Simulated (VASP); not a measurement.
A run of VASP 6.6.1:

File INCAR:

```
  ALGO = Normal
  EDIFF = 1E-6
  ENCUT = 600
  GGA = PS
  GGA_COMPAT = False
  ISIF = 2
  ISMEAR = 0
  LASPH = True
  LCHARG = True
  LELF = True
  LREAL = False
  LVHAR = True
  LWAVE = False
  NBANDS = 11
  NELM = 120
  PREC = Accurate
  SIGMA = 0.01
```

File KPOINTS:

```
k-points
0
Gamma
  8 8 8
```

The input POSCAR:

```
AlN
1.0
    0.0000000000      2.1900000000      2.1900000000
    2.1900000000      0.0000000000      2.1900000000
    2.1900000000      2.1900000000      0.0000000000
Al N
1 1
Direct
    0.0000000000      0.0000000000      0.0000000000
    0.2500000000      0.2500000000      0.2500000000
```

Potentials or basis: VASP PAW PBE potentials, release 64 (Al, N).

Launch:

```bash
$ cat potpaw_PBE.64/Al/POTCAR potpaw_PBE.64/N/POTCAR > POTCAR
$ mpirun -np 1 vasp_std > vasp.out
```

Hardware: 1 thread of AMD EPYC 9R45, with other jobs on the host.

Q: Estimate the wall time of this run.

A: Wall time 17 s on 1 thread of AMD EPYC 9R45, with other jobs on the host, peak memory 0.12 GiB. Counts: scf iterations 11, k points 29.
